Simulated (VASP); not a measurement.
# Si16HC16 (a cell with a defect) in VASP: notebook, part 2 of 3

VASP 6.6.1.

### Step 3. Single point, PBE

INCAR

```
SYSTEM = Si16HC16
PREC = Accurate ; ENCUT = 520
EDIFF = 1E-6 ; ISMEAR = -1
SIGMA = 0.01 ; LREAL = Auto
LASPH = .TRUE. ; NELM = 120
ALGO = Normal ; ISIF = 2
LWAVE = .FALSE. ; LCHARG = .TRUE.
GGA = PE ; LELF = .TRUE.
LVHAR = .TRUE. ; NBANDS = 86
NELECT = 130.0 ; GGA_COMPAT = .FALSE.
```

KPOINTS

```
regular mesh
0
G
  1 1 1
  0 0 0
```

POSCAR

```
Si16HC16
1.0
   -4.3797050000      4.3797050000     -4.3797050000
    4.3797050000      4.3797050000      4.3797050000
    4.3797050000     -4.3797050000     -4.3797050000
Si C H
16 16 1
Direct
   -0.0000769707     -0.0028361081      0.7487771864
   -0.0000702431      0.2493795086      0.4943904282
   -0.0000527797      0.4937332257      0.2500257013
   -0.0000595664      0.7481341011     -0.0021777057
    0.2521237908      0.0003267903      0.5022130501
    0.2443137320      0.2493711317      0.2500315520
    0.2521239574      0.5015602489      0.0009864006
    0.2489847607      0.7506104780      0.7512707952
    0.4986941611     -0.0028413759      0.2500308351
    0.4986789734      0.2493588539     -0.0021735061
    0.5011795610      0.4984093487      0.7512807522
    0.5011902197      0.7506188581      0.4990856791
    0.7555687178      0.0050093894      0.0056585961
    0.7477360417      0.2493757875      0.7487861509
    0.7508795905      0.5015576073      0.5022183278
    0.7477485320      0.7481258407      0.2500168149
   -0.0000617755     -0.0053626739     -0.0047309252
   -0.0000703998      0.2493701481      0.7495565574
   -0.0000730788      0.5041443372      0.5047826814
   -0.0000435034      0.7488980415      0.2500166182
    0.2499092674     -0.0006420172      0.7500048359
    0.2546877518      0.2493891880      0.5047994501
    0.2547099987      0.5041341011      0.2500342424
    0.2499380756      0.7493651754      0.0000276168
    0.4999363719     -0.0006275769      0.5000388100
    0.4994348339      0.2493366840      0.2500306252
    0.4999273068      0.4993565955      0.0000355415
    0.5004259577      0.7498535078      0.7505222555
    0.7451799349     -0.0053902866      0.2500182588
    0.7451770152      0.2493938425     -0.0047205344
    0.7499276840      0.4993655424      0.7500188062
    0.7499475291      0.7493782571      0.5000170598
   -0.0000494973      0.2494138548      0.2500608192
```

Potentials or basis: VASP PAW PBE potentials, release 64 (Si, C, H).

Command:

```
cat potpaw_PBE.64/Si/POTCAR potpaw_PBE.64/C/POTCAR potpaw_PBE.64/H/POTCAR > POTCAR
mpirun -np 1 vasp_gam > vasp.out
```

OUTCAR:

```text
SYSTEM = Si16HC16
   PREC = Accurate
   ENCUT = 520
   EDIFF = 1E-6
   ISMEAR = -1
   LREAL = Auto
   LASPH = .TRUE.
   NELM = 120
   ISIF = 2
   GGA = PE
   NELECT = 130.0

 ion  position               nearest neighbor table
   1  1.000  0.997  0.749-  17 1.88  32 1.89  21 1.89  18 1.91  15 3.07   8 3.07   4 3.08  12 3.09
                            10 3.09  16 3.09   5 3.09  13 3.11   6 3.11   7 3.12  14 3.12   2 3.14
   2  1.000  0.249  0.494-  33 1.85  22 1.91  29 1.91  19 1.91  18 1.94   3 3.03  13 3.03   6 3.03
                            15 3.10   8 3.10   9 3.11   5 3.11  11 3.11  16 3.11  14 3.14   7 3.14
   3  1.000  0.494  0.250-  33 1.85  30 1.91  23 1.91  19 1.91  20 1.94   2 3.03  13 3.03   6 3.03
                             7 3.10  14 3.11  12 3.11   8 3.11  15 3.11  10 3.11  16 3.14   5 3.14
   4  1.000  0.748  0.998-  17 1.88  24 1.89  31 1.89  20 1.91   8 3.07  15 3.07   1 3.08   9 3.09
                             7 3.09  14 3.09  11 3.09   6 3.11  13 3.11  16 3.12   5 3.12   3 3.14
   5  0.252  0.000  0.502-  22 1.88  21 1.89  25 1.89  20 1.91  14 3.07  10 3.07  11 3.09   9 3.09
                             1 3.09   8 3.09  12 3.09   6 3.10   2 3.11  16 3.12   4 3.12   3 3.14
   6  0.244  0.249  0.250-  33 1.85  17 1.91  23 1.91  22 1.91  26 1.94   3 3.03   2 3.03  13 3.03
                             5 3.10   7 3.11   4 3.11  12 3.11  11 3.11   1 3.11  15 3.14  10 3.14
   7  0.252  0.502  0.001-  23 1.88  24 1.89  27 1.89  18 1.91   9 3.07  16 3.07  12 3.09  10 3.09
                             4 3.09  11 3.09   8 3.09   3 3.10   6 3.11  14 3.12   1 3.12   2 3.14
   8  0.249  0.751  0.751-  19 1.88  24 1.89  21 1.89  28 1.91   4 3.07   1 3.07  15 3.09  10 3.09
                             9 3.09   7 3.09   5 3.09   2 3.10   3 3.11  12 3.12  11 3.12  13 3.14
   9  0.499  0.997  0.250-  29 1.88  24 1.89  25 1.89  26 1.91  12 3.07   7 3.07  16 3.09   5 3.09
[... 18 lines left out ...]
  20  1.000  0.749  0.250-   5 1.91   4 1.91  16 1.91   3 1.94
  21  0.250  0.999  0.750-   1 1.89   5 1.89   8 1.89  10 1.89
  22  0.255  0.249  0.505-  11 1.88   5 1.88   2 1.91   6 1.91
[... 9 lines left out ...]
  32  0.750  0.749  0.500-   1 1.89  16 1.89  12 1.89  15 1.89
  33  1.000  0.249  0.250-   3 1.85   2 1.85   6 1.85  13 1.85

  LATTYP: Found a body centered cubic cell.
 ALAT       =     8.7594100000

  Lattice vectors:

 A1 = (  -4.3797050000,   4.3797050000,  -4.3797050000)
 A2 = (   4.3797050000,   4.3797050000,   4.3797050000)
 A3 = (   4.3797050000,  -4.3797050000,  -4.3797050000)

Analysis of symmetry for initial positions (statically):
[... 194 lines left out ...]
 non-spin polarized calculation
  energy-cutoff  :      520.00
  volume of cell :      336.04
 maximum number of plane-waves:      4475
   NGX = 29   NGY = 29   NGZ = 29

 number of electron     129.9999994 magnetization

 Free energy of the ion-electron system (eV)
  ---------------------------------------------------
  ext. energy  EPLUGINS =         0.00000000
  ---------------------------------------------------
  free energy    TOTEN  =      -230.68186654 eV

  energy without entropy =     -230.68186654  energy(sigma->0) =     -230.68186654

 E-fermi :   8.3387     XC(G=0): -11.3465

 val. band max:        8.0424996256   @ k =   0.0000   0.0000   0.0000
 cond. band min:       9.3826213992   @ k =   0.0000   0.0000   0.0000
 fundamental gap:      1.3401217736
 Fermi energy:         8.3386766574

 k-point     1 :       0.0000    0.0000    0.0000
  band No.  band energies     occupation
      1      -7.3745      2.00000
      2      -4.7443      2.00000
      3      -4.4130      2.00000
      4      -4.4130      2.00000
      5      -4.3689      2.00000
      6      -4.3688      2.00000
[... 69 lines left out ...]
     76      13.4025      0.00000
     77      13.4210      0.00000
 [bands above 77 left out]

------------------------ aborting loop because EDIFF is reached ----------------------------------------

  FORCE on cell =-STRESS in cart. coord.  units (eV):
  Direction    XX          YY          ZZ          XY          YZ          ZX
  --------------------------------------------------------------------------------------
  -------------------------------------------------------------------------------------
  Total       15.3484835     15.3485990     15.3490433      0.0012317      0.0009072      0.0019712
  in kB       73.1781600     73.1787109     73.1808292      0.0058723      0.0043251      0.0093983
  external PRESSURE =      73.1792333 kB  Pullay stress =       0.0000000 kB

 VOLUME and BASIS-vectors are now :
 -----------------------------------------------------------------------------
  energy-cutoff  :      520.00
  volume of cell :      336.04
      direct lattice vectors                 reciprocal lattice vectors
    -4.379705000  4.379705000 -4.379705000     0.000000000  0.114162940 -0.114162940
     4.379705000  4.379705000  4.379705000     0.114162940  0.114162940  0.000000000
     4.379705000 -4.379705000 -4.379705000     0.114162940  0.000000000 -0.114162940

 POSITION                                       TOTAL-FORCE (eV/Angst)
 -----------------------------------------------------------------------------------
      3.26734      5.46723     -3.29151         0.007257      0.002536     -0.000040
     -1.12190      3.30632     -5.45247         0.004887      0.000074      0.000081
     -1.12203      5.44684     -3.31211         0.002713      0.002662      0.002275
      3.26733      3.28588     -5.47300         0.006870      0.004474      0.005122
      1.09675     -1.09389     -3.30234         0.005115      0.004678      0.005763
      1.11721      1.06713     -1.07291         0.002065      0.003127      0.001572
[... 25 lines left out ...]
      2.18743      4.37668     -2.19242        -0.002388     -0.006164     -0.002589
     -2.19194      4.37665     -4.38232        -0.000033      0.001265      0.001498
 -----------------------------------------------------------------------------------
    total drift:                               -0.038612     -0.055516     -0.042536

  FREE ENERGIE OF THE ION-ELECTRON SYSTEM (eV)
  ---------------------------------------------------
  free  energy   TOTEN  =      -230.6818665422 eV

  energy  without entropy=     -230.6818665422  energy(sigma->0) =     -230.68186654
```

stdout:

```text
POSCAR found type information on POSCAR SiC H
 POSCAR found :  3 types and      33 ions
 scaLAPACK will be used
 LDA part: xc-table for (Slater+PW92), standard interpolation
 POSCAR, INCAR and KPOINTS ok, starting setup
 FFT: planning ... GRIDC
 FFT: planning ... GRID_SOFT
 FFT: planning ... GRID
 WAVECAR not read
 entering main loop
 the old and the new charge density differ
 old charge density:   129.00000 new  130.00000
    0.353E+01
```

It took 67 s on 1 thread of Intel Xeon Platinum 8375C at 2.90GHz (Ice Lake), shared host; peak memory 0.39 GiB.

Results:

```yaml
Free_energy: -230.6819 eV
Largest_force: 0.017 eV/Å
```

Forces in eV/Å, atoms in the order of the input:
```
Si   0.007  0.003  0.000
Si   0.005  0.000  0.000
Si   0.003  0.003  0.002
Si   0.007  0.004  0.005
Si   0.005  0.005  0.006
Si   0.002  0.003  0.002
Si   0.003  0.001  0.000
Si   0.000  0.001  0.005
Si  -0.001  0.008  0.000
Si  -0.001  0.003 -0.001
Si   0.000  0.001  0.008
Si  -0.001  0.000  0.004
Si   0.002  0.002  0.004
Si   0.004  0.000 -0.002
Si  -0.001  0.005  0.001
Si   0.004  0.007  0.004
C    0.010 -0.003 -0.003
C   -0.005 -0.001  0.001
C   -0.016 -0.003 -0.003
C   -0.004 -0.007 -0.004
C   -0.002 -0.002 -0.005
C   -0.003 -0.001  0.011
C   -0.001 -0.015 -0.003
C   -0.003 -0.003 -0.002
C   -0.003 -0.003 -0.003
C   -0.001 -0.002 -0.001
C   -0.002 -0.002 -0.002
C   -0.001 -0.002 -0.004
C   -0.001  0.010  0.000
C   -0.003 -0.004 -0.015
C   -0.001 -0.003 -0.003
C   -0.002 -0.006 -0.003
H    0.000  0.001  0.001
```

Caveat: the k points lie up to 1.01 Å⁻¹ apart; the cell carries a net charge on a neutralising background, which shifts energy and pressure; the cell is charged against a uniform background, so pressure and absolute levels hang on convention.

### Step 4. Single point, PBE

INCAR

```
SYSTEM = Si16HC16
ALGO     = Normal         ! electronic algorithm
EDIFF    = 1E-6           ! SCF threshold, eV
ENCUT    = 520            ! plane-wave cutoff, eV
GGA      = PE             ! functional
GGA_COMPAT= .FALSE.      
ISIF     = 2              ! what is computed and relaxed
ISMEAR   = -1             ! smearing method
LASPH    = .TRUE.         ! aspherical terms in the spheres
LCHARG   = .TRUE.         ! write CHGCAR
LELF     = .TRUE.         ! ELF
LREAL    = Auto         
LVHAR    = .TRUE.       
LWAVE    = .FALSE.        ! write WAVECAR
NBANDS   = 86             ! bands
NELECT   = 130.0        
NELM     = 120            ! most SCF steps
PREC     = Accurate       ! precision mode
SIGMA    = 0.01           ! smearing width, eV
```

KPOINTS

```
k-points
0
G
  1 1 1
  0 0 0
```

POSCAR

```
Si16HC16
1.0
   -4.3797050000      4.3797050000     -4.3797050000
    4.3797050000      4.3797050000      4.3797050000
    4.3797050000     -4.3797050000     -4.3797050000
Si C H
16 16 1
Direct
   -0.0001881405     -0.0017131291      0.7480019773
   -0.0001973877      0.2473899498      0.4987976359
   -0.0001832315      0.4995927808      0.2443848387
   -0.0001880264      0.7437975845      0.0001846015
    0.2489255555      0.0009301996      0.5014733869
    0.2519949403      0.2504342187      0.2523399407
    0.2439535311      0.4995958632      0.0001801491
    0.2520145763      0.7517959543      0.7510295785
    0.5011481367      0.0009193542      0.2493221575
    0.4984603986      0.2474138098      0.0001687328
    0.4985048080      0.4996118460      0.7480023198
    0.5011431135      0.7487301085      0.5014881139
    0.7476275229     -0.0017431539      0.0001594856
    0.7555716652      0.2553620621      0.7559304793
    0.7476227280      0.4995906117      0.4988264050
    0.7506293232      0.7517376170      0.2523233871
   -0.0002212478     -0.0010458467      0.0001553758
   -0.0001960178      0.2447435387      0.7452709714
   -0.0002347190      0.4995877576      0.4994427707
   -0.0001828890      0.7544983053      0.2550119243
    0.2498107749     -0.0003806192      0.7501752972
    0.2498247028      0.2496340507      0.5002092607
    0.2547014011      0.4995660667      0.2550409217
    0.2546849617      0.7544499002      0.0001342556
    0.5004285677      0.0002279834      0.5007930899
    0.4997802363      0.2495531092      0.2501782654
    0.4992412731      0.4996148142      0.0002098315
    0.4997878853      0.7495666946      0.7501469848
    0.7497723020     -0.0004209188      0.2501796354
    0.7449514294      0.2447249301      0.0001715869
    0.7449781435      0.4995876435      0.7453047637
    0.7497954771      0.7496069941      0.5001657646
   -0.0001143913      0.4996442683      0.0002432812
```

Command:

```
cat potpaw_PBE.64/Si/POTCAR potpaw_PBE.64/C/POTCAR potpaw_PBE.64/H/POTCAR > POTCAR
mpirun -np 1 vasp_gam > vasp.out
```

It took 67 s on 1 thread of Intel Xeon Platinum 8375C at 2.90GHz (Ice Lake), shared host; peak memory 0.39 GiB.

The run converged. Its results:

```yaml
Free_energy: -230.6815 eV
Largest_force: 0.033 eV/Å
```

Forces on the atoms (eV/Å):
```
Si   0.005  0.009  0.011
Si   0.014 -0.002 -0.003
Si   0.011 -0.005 -0.006
Si   0.006  0.017  0.015
Si  -0.006 -0.002  0.003
Si   0.009  0.005  0.008
Si  -0.018  0.020 -0.012
Si   0.004 -0.006  0.001
Si  -0.007 -0.006  0.011
Si  -0.007  0.014 -0.009
Si  -0.008  0.008 -0.007
Si  -0.004 -0.003  0.012
Si   0.009  0.008  0.009
Si  -0.009 -0.007  0.010
Si   0.007 -0.003 -0.004
Si  -0.003  0.013 -0.007
C    0.003  0.002 -0.001
C    0.029 -0.006 -0.004
C    0.006 -0.008 -0.013
C   -0.029 -0.008 -0.006
C   -0.002 -0.007 -0.002
C   -0.005 -0.003  0.000
C    0.003 -0.002  0.030
C    0.005 -0.032 -0.003
C   -0.005 -0.010  0.002
C   -0.001  0.001  0.000
C   -0.003 -0.004  0.003
C    0.001 -0.001 -0.003
C   -0.006  0.001 -0.003
C   -0.001  0.024  0.001
C    0.002 -0.003 -0.027
C   -0.002 -0.004 -0.006
H   -0.001  0.001  0.003
```

Levels at points of the mesh, in eV from the Fermi level:
```tsv
k point	band 63	band 64	band 65	band 66	band 67	band 68
(0.00, 0.00, 0.00)	-0.29	-0.29	-0.29	1.05	1.05	2.98
```

Caveat: the k points lie up to 1.01 Å⁻¹ apart; the cell carries a net charge on a neutralising background, which shifts energy and pressure; the cell is charged against a uniform background, so pressure and absolute levels hang on convention.

(Continued in part 3 of 3.)
